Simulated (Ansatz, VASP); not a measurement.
MoSe2: VASP beside Ansatz

File POSCAR:

```
MoSe2
1.0
    3.2482199929      0.0000000000      0.0000000000
   -1.6241099965      2.8130410309      0.0000000000
    0.0000000000      0.0000000000     12.7413709174
Mo Se
2 4
Direct
    0.3333333333      0.6666666667      0.2500000000
    0.6666666667      0.3333333333      0.7500000000
    0.3333333333      0.6666666667      0.6199191394
    0.6666666667      0.3333333333      0.1199191394
    0.3333333333      0.6666666667      0.8800808606
    0.6666666667      0.3333333333      0.3800808606
```

Contents of INCAR.step1:

```
SYSTEM = MoSe2
  PREC = Accurate
  ENCUT = 550
  ISMEAR = 0
  SIGMA = 0.02
  LREAL = .FALSE.
  LASPH = .TRUE.
  NELM = 120
  NBANDS = 35
  GGA = PE
  ALGO = Normal
  EDIFF = 1E-5
  LWAVE = .TRUE.
  LCHARG = .FALSE.
  GGA_COMPAT = .FALSE.
```

The input INCAR.step2:

```
SYSTEM = MoSe2
  PREC = Accurate
  ENCUT = 550
  EDIFF = 1E-6
  ISMEAR = 0
  SIGMA = 0.02
  LREAL = .FALSE.
  LASPH = .TRUE.
  NELM = 120
  ALGO = Normal
  ISIF = 2
  LWAVE = .FALSE.
  LCHARG = .FALSE.
  METAGGA = R2SCAN
  LMIXTAU = .TRUE.
  NBANDS = 35
  ISTART = 1
  GGA_COMPAT = .FALSE.
```

File KPOINTS:

```
Automatic mesh
0
G
  12 12 2
  0 0 0
```

Input for Ansatz:

```yaml
crystal:
  lattice:
    - [3.2482199929, 0.0, 0.0]
    - [-1.6241099965, 2.8130410309, 0.0]
    - [0.0, 0.0, 12.7413709174]
  atoms:
    - { symbol: Mo, position: [0.3333333333, 0.6666666667, 0.25] }
    - { symbol: Mo, position: [0.6666666667, 0.3333333333, 0.75] }
    - { symbol: Se, position: [0.3333333333, 0.6666666667, 0.6199191394] }
    - { symbol: Se, position: [0.6666666667, 0.3333333333, 0.1199191394] }
    - { symbol: Se, position: [0.3333333333, 0.6666666667, 0.8800808606] }
    - { symbol: Se, position: [0.6666666667, 0.3333333333, 0.3800808606] }
basis:
  precision: f64
kpoints:
  mp_grid: { grid: [12, 12, 2] }
hamiltonian:
  xc: r2scan
scf:
  occupations: { method: gaussian, width: 0.02 }
  eigensolver: { kind: davidson }
output:
  forces: true
  eigenvalues: true
  stress: true
```

Alike in both runs: task single point; functional r2SCAN; k mesh 12 × 12 × 2; occupations gaussian, width 0.02 eV; no spin polarisation.

|  | VASP | Ansatz |
| --- | --- | --- |
| version | VASP 6.6.1 | Ansatz 0.2.0 |
| potentials or method | VASP PAW PBE potentials, release 64 (Mo_sv, Se) | scalar-relativistic, plane waves, PAW |
| plane-wave cutoff (eV) | 550 | 500 |
| valence electrons in the cell | 52 | 92 |

Ansatz gave:

| Property | Result |
| --- | --- |
| gap on the k mesh at the Fermi level (eV) | 0.93 |
| pressure (GPa) | 6.5 |
| traceless stress, the component that is largest in VASP (GPa) | -0.89 |
| rms of the force components (eV/Å) | 0.101 |

Q: Estimate VASP's values.

A: gap on the k mesh at the Fermi level (eV): 0.93; pressure (GPa): 6.9; traceless stress, the component that is largest in VASP (GPa): -0.82; rms of the force components (eV/Å): 0.121.

VASP's potentials were made for PBE, not for r2SCAN. Atom by atom the forces differ by 0.020 eV/Å (rms over components). VASP's potentials hold 52 valence electrons a cell and Ansatz's 92, so a difference there can come from the potentials and not from the codes.
